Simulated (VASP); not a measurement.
# H (P6_3/mmc) in VASP: single point with PBE

Aim: the single point of H with PBE.

Everything below comes from runs of VASP 6.6.1. Logs are shortened: lines on timing, memory, paths and dates and some standing lists are left out, and cuts for length are marked.

## 1. The cell of the first run

It takes space group P6_3/mmc (No. 194, hexagonal). The conventional cell has a = 2.055 Å, b = 2.055 Å, c = 3.300 Å, α = 90.00°, β = 90.00°, γ = 120.00°. H (site symmetry -6m2) has 12 H at 2.03 to 2.05 Å within 2.7 Å.

## 2. Single point, PBE (6.03 Å³/atom)

Input file INCAR:

```
SYSTEM = H
PREC = Accurate
ENCUT = 500
EDIFF = 1E-6
ISMEAR = -1
SIGMA = 0.01
LREAL = .FALSE.
LASPH = .TRUE.
NELM = 120
ALGO = Normal
ISIF = 2
LWAVE = .FALSE.
LCHARG = .TRUE.
GGA = PE
LELF = .TRUE.
LVHAR = .TRUE.
NBANDS = 8
GGA_COMPAT = .FALSE.
```

Input file KPOINTS:

```
Automatic mesh
0
G
  13 13 7
  0 0 0
```

Input file POSCAR:

```
H
1.0
    2.0545193124      0.0000000000      0.0000000000
   -1.0272596562      1.7792659171      0.0000000000
    0.0000000000      0.0000000000      3.3004867062
H
2
Direct
    0.3333333333      0.6666666667      0.2500000000
    0.6666666667      0.3333333333      0.7500000000
```

Potentials or basis: VASP PAW PBE potentials, release 64 (H).

On the command line:

```sh
cat potpaw_PBE.64/H/POTCAR > POTCAR
mpirun -np 1 vasp_std > vasp.out
```

OUTCAR:

```text
SYSTEM = H
   PREC = Accurate
   ENCUT = 500
   EDIFF = 1E-6
   ISMEAR = -1
   LREAL = .FALSE.
   LASPH = .TRUE.
   NELM = 120
   ISIF = 2
   GGA = PE

 ion  position               nearest neighbor table
   1  0.333  0.667  0.250-
   2  0.667  0.333  0.750-

  LATTYP: Found a hexagonal cell.
 ALAT       =     2.0545193124
 C/A-ratio  =     1.6064520232

  Lattice vectors:

 A1 = (   2.0545193124,   0.0000000000,   0.0000000000)
 A2 = (  -1.0272596562,   1.7792659171,   0.0000000000)
 A3 = (   0.0000000000,   0.0000000000,   3.3004867062)

Analysis of symmetry for initial positions (statically):
=====================================================================
 Subroutine PRICEL returns:
 Original cell was already a primitive cell.

 Routine SETGRP: Setting up the symmetry group for a
 hexagonal supercell.

 Subroutine GETGRP returns: Found 24 space group operations
 (whereof 12 operations were pure point group operations)
 out of a pool of 24 trial point group operations.

The static configuration has the point symmetry D_3d.
 The point group associated with its full space group is D_6h.

Analysis of symmetry for dynamics (positions and initial velocities):
=====================================================================
 Subroutine PRICEL returns:
 Original cell was already a primitive cell.

 Routine SETGRP: Setting up the symmetry group for a
 hexagonal supercell.

 Subroutine GETGRP returns: Found 24 space group operations
 (whereof 12 operations were pure point group operations)
 out of a pool of 24 trial point group operations.

The dynamic configuration has the point symmetry D_3d.
 The point group associated with its full space group is D_6h.

 Subroutine INISYM returns: Found 24 space group operations
 (whereof 12 operations are pure point group operations),
 and found     1 'primitive' translations

----------------------------------------------------------------------------------------

                                     Primitive cell

  volume of cell :      12.0650

  direct lattice vectors                    reciprocal lattice vectors
     2.054519312  0.000000000  0.000000000     0.486731857  0.281014769  0.000000000
    -1.027259656  1.779265917  0.000000000     0.000000000  0.562029537  0.000000000
     0.000000000  0.000000000  3.300486706     0.000000000  0.000000000  0.302985617

  length of vectors
     2.054519312  2.054519312  3.300486706     0.562029537  0.562029537  0.302985617

  position of ions in fractional coordinates (direct lattice)
     0.333333333  0.666666667  0.250000000
     0.666666667  0.333333333  0.750000000

  ion indices of the primitive-cell ions
   primitive index   ion index
                 1           1
                 2           2

----------------------------------------------------------------------------------------

 KPOINTS: Automatic mesh

Automatic generation of k-mesh.
 Grid dimensions read from file:
 generate k-points for:   13   13    7

 Generating k-lattice:

  Cartesian coordinates                     Fractional coordinates (reciprocal lattice)
     0.037440912  0.021616521  0.000000000     0.076923077 -0.000000000  0.000000000
     0.000000000  0.043233041  0.000000000     0.000000000  0.076923077  0.000000000
     0.000000000  0.000000000  0.043283660     0.000000000  0.000000000  0.142857143

  Length of vectors
     0.043233041  0.043233041  0.043283660

  Shift w.r.t. Gamma in fractional coordinates (k-lattice)
     0.000000000  0.000000000  0.000000000

 Subroutine IBZKPT returns following result:
 ===========================================

 Found     84 irreducible k-points:

 Following reciprocal coordinates:
            Coordinates               Weight
  0.000000  0.000000  0.000000      1.000000
  0.076923  0.000000  0.000000      6.000000
  0.153846 -0.000000  0.000000      6.000000
  0.230769  0.000000  0.000000      6.000000
  0.307692 -0.000000  0.000000      6.000000
  0.384615  0.000000  0.000000      6.000000
[... 16 lines left out ...]
  0.076923  0.000000  0.142857     12.000000
  0.153846 -0.000000  0.142857     12.000000
 [... further k-points ...]
   k-points           NKPTS =     84   k-points in BZ     NKDIM =     84   number of bands    NBANDS=      8
   number of dos      NEDOS =    301   number of ions     NIONS =      2
   total plane-waves  NPLWV =   6144
   dimension x,y,z NGX =    16 NGY =   16 NGZ =   24
   dimension x,y,z NGXF=    32 NGYF=   32 NGZF=   48
   ions per type =               2
   NGX,Y,Z   is equivalent  to a cutoff of  12.95, 12.95, 12.09 a.u.
   NGXF,Y,Z  is equivalent  to a cutoff of  25.89, 25.89, 24.18 a.u.
 SYSTEM =  H
   PREC   = accura    normal or accurate (medium, high low for compatibility)
   ISTART =      0    job   : 0-new  1-cont  2-samecut
   ICHARG =      2    charge: 1-file 2-atom 10-const
   ISPIN  =      1    spin polarized calculation?
   LNONCOLLINEAR =      F non collinear calculations
   LSORBIT =      F    spin-orbit coupling
   LASPH  =      T    aspherical Exc in radial PAW
   ENCUT  =  500.0 eV  36.75 Ry    6.06 a.u.   3.75  3.75  6.02*2*pi/ulx,y,z
   NELM   =    120;   NELMIN=  2; NELMDL= -5     # of ELM steps
   EDIFF  = 0.1E-05   stopping-criterion for ELM
   LREAL  =      F    real-space projection
   EDIFFG = 0.1E-04   stopping-criterion for IOM
   NSW    =      0    number of steps for IOM
   IBRION =     -1    ionic relax: 0-MD 1-quasi-New 2-CG
   NFREE  =      0    steps in history (QN), initial steepest desc. (CG)
   ISIF   =      2    stress and relaxation
   ISYM   =      2    0-nonsym 1-usesym 2-fastsym
   POTIM  = 0.5000    time-step for ionic-motion
   TEBEG  =    0.0;   TEEND  =   0.0 temperature during run
   PSTRESS=    0.0 pullay stress
   NELECT =       2.0000    total number of electrons
   NUPDOWN=      -1.0000    fix difference up-down
   EMIN   =  10.00;   EMAX   =-10.00  energy-range for DOS
   EFERMI =   0.00;   METHOD = LEGACY
   ISMEAR =    -1;   SIGMA  =   0.01  broadening in eV -4-tet -1-fermi 0-gaus
   EFERMI_NEDOS =   21; number of points for ismear=-14 and -15
   IALGO  =     38    algorithm
   IMIX   =      4    mixing-type and parameters
     AMIX     =   0.40;   BMIX     =  1.00
     AMIX_MAG =   1.60;   BMIX_MAG =  1.00
  volume/ion in A,a.u.               =       6.03        40.71
  Fermi-wavevector in a.u.,A,eV,Ry     =   0.899308  1.699446 11.003779  0.808755
  Thomas-Fermi vector in A             =   2.022126
   LORBIT       =      0    0 simple, 1 ext, 2 COOP (PROOUT), +10 PAW based schemes
   GGA     = PE    functional components
   LHFCALC =     F    Hartree Fock is set to
   AEXX    =    0.0000 exact exchange contribution
   IVDW    =     0    specifies the selected vdW correction
   LEPSILON=     F    determine dielectric tensor
   LRPA    =     F    only Hartree local field effects (RPA)
 non-spin polarized calculation
  energy-cutoff  :      500.00
  volume of cell :       12.07
 maximum number of plane-waves:       318
 NGX is ok and might be reduce to    16
   NGX =  7   NGY =  7   NGZ = 13

 number of electron       1.9999999 magnetization

 Free energy of the ion-electron system (eV)
  ---------------------------------------------------
  ext. energy  EPLUGINS =         0.00000000
  ---------------------------------------------------
  free energy    TOTEN  =        -3.54741121 eV

  energy without entropy =       -3.54707268  energy(sigma->0) =       -3.54724195

 E-fermi :  -1.5331     XC(G=0):  -8.7253

 val. band max:       -1.5558680694   @ k =   0.0769   0.0769   0.1429
 cond. band min:      -1.5236281922   @ k =   0.2308   0.0769   0.2857
 fundamental gap:      0.0322398772
 Fermi energy:        -1.5331435784

 k-point     1 :       0.0000    0.0000    0.0000
  band No.  band energies     occupation
      1     -10.9683      2.00000
      2      -0.9319      0.00000
      3       6.6346      0.00000
      4      30.4786      0.00000
      5      31.1977      0.00000
      6      37.7797      0.00000
      7      37.7797      0.00000
      8      39.6798      0.00000

 k-point     2 :       0.0769    0.0000    0.0000
  band No.  band energies     occupation
      1     -10.7043      2.00000
      2      -0.7106      0.00000
      3       6.9147      0.00000
      4      28.2958      0.00000
      5      29.3297      0.00000
      6      35.3296      0.00000
      7      36.9275      0.00000
      8      41.7666      0.00000

 k-point     3 :       0.1538   -0.0000    0.0000
  band No.  band energies     occupation
      1      -9.9157      2.00000
      2      -0.0660      0.00000
      3       7.7550      0.00000
      4      23.1916      0.00000
      5      26.8227      0.00000
      6      32.6249      0.00000
      7      35.2258      0.00000
      8      40.2787      0.00000

 k-point     4 :       0.2308    0.0000    0.0000
  band No.  band energies     occupation
      1      -8.6137      2.00000
      2       0.9225      0.00000
      3       9.1544      0.00000
      4      18.1003      0.00000
      5      23.9724      0.00000
      6      30.4202      0.00000
      7      32.3077      0.00000
      8      34.6045      0.00000

 k-point     5 :       0.3077   -0.0000    0.0000
  band No.  band energies     occupation
      1      -6.8263      2.00000
      2       2.0141      0.00000
      3      11.1110      0.00000
      4      13.7002      0.00000
      5      20.9238      0.00000
      6      28.7563      0.00000
      7      29.3440      0.00000
      8      29.5756      0.00000
[... 177 lines left out ...]
 k-point    22 :       0.0000    0.0000    0.1429
  band No.  band energies     occupation
      1     -10.7031      2.00000
      2      -2.2537      2.00000
      3       8.4627      0.00000
      4      29.5449      0.00000
      5      31.4283      0.00000
      6      38.0429      0.00000
      7      38.0429      0.00000
      8      39.9235      0.00000

 k-point    23 :       0.0769    0.0000    0.1429
  band No.  band energies     occupation
      1     -10.4395      2.00000
      2      -2.0188      2.00000
      3       8.7219      0.00000
      4      28.1634      0.00000
      5      29.0900      0.00000
      6      35.6028      0.00000
      7      36.3236      0.00000
      8      40.4365      0.00000

 k-point    24 :       0.1538   -0.0000    0.1429
  band No.  band energies     occupation
      1      -9.6522      2.00000
      2      -1.3285      0.00000
      3       9.4876      0.00000
      4      23.4234      0.00000
      5      26.4731      0.00000
      6      32.9018      0.00000
      7      34.3092      0.00000
      8      37.8967      0.00000

 [... further k-points ...]

------------------------ aborting loop because EDIFF is reached ----------------------------------------

  FORCE on cell =-STRESS in cart. coord.  units (eV):
  Direction    XX          YY          ZZ          XY          YZ          ZX
  --------------------------------------------------------------------------------------
  -------------------------------------------------------------------------------------
  Total       -1.6978527     -1.6978527     -1.9197405      0.0000000     -0.0000000      0.0000000
  in kB     -225.4662360   -225.4662360   -254.9318122      0.0000000     -0.0000000      0.0000000
  external PRESSURE =    -235.2880947 kB  Pullay stress =       0.0000000 kB

 VOLUME and BASIS-vectors are now :
 -----------------------------------------------------------------------------
  energy-cutoff  :      500.00
  volume of cell :       12.07
      direct lattice vectors                 reciprocal lattice vectors
     2.054519312  0.000000000  0.000000000     0.486731857  0.281014769  0.000000000
    -1.027259656  1.779265917  0.000000000     0.000000000  0.562029537  0.000000000
     0.000000000  0.000000000  3.300486706     0.000000000  0.000000000  0.302985617

 POSITION                                       TOTAL-FORCE (eV/Angst)
 -----------------------------------------------------------------------------------
     -0.00000      1.18618      0.82512        -0.000000      0.000000      0.000000
      1.02726      0.59309      2.47537         0.000000      0.000000      0.000000
 -----------------------------------------------------------------------------------
    total drift:                               -0.000000      0.000000     -0.000000

  FREE ENERGIE OF THE ION-ELECTRON SYSTEM (eV)
  ---------------------------------------------------
  free  energy   TOTEN  =        -3.5474112112 eV

  energy  without entropy=       -3.5470726826  energy(sigma->0) =       -3.54724195
```

It took 3.6 s on 1 thread of Intel Xeon Platinum 8488C (Sapphire Rapids), shared host; peak memory 0.11 GiB.

Results:

```
Free energy            : -3.5474 eV
Pressure               : -23.5 GPa
Band gap on the k mesh : zero (bands 1 and 2 overlap by 8.18 eV)
```

Stress tensor (GPa, compression positive):
```
-22.55   0.00   0.00
  0.00 -22.55   0.00
  0.00   0.00 -25.49
```

Levels at points of the mesh, in eV from the Fermi level:
| k point | band 1 | band 2 | band 3 | band 4 | band 5 |
| --- | --- | --- | --- | --- | --- |
| (0.00, 0.00, 0.00) | -9.44 | 0.60 | 8.17 | 32.01 | 32.73 |

Caveat: the cell stands under tension.
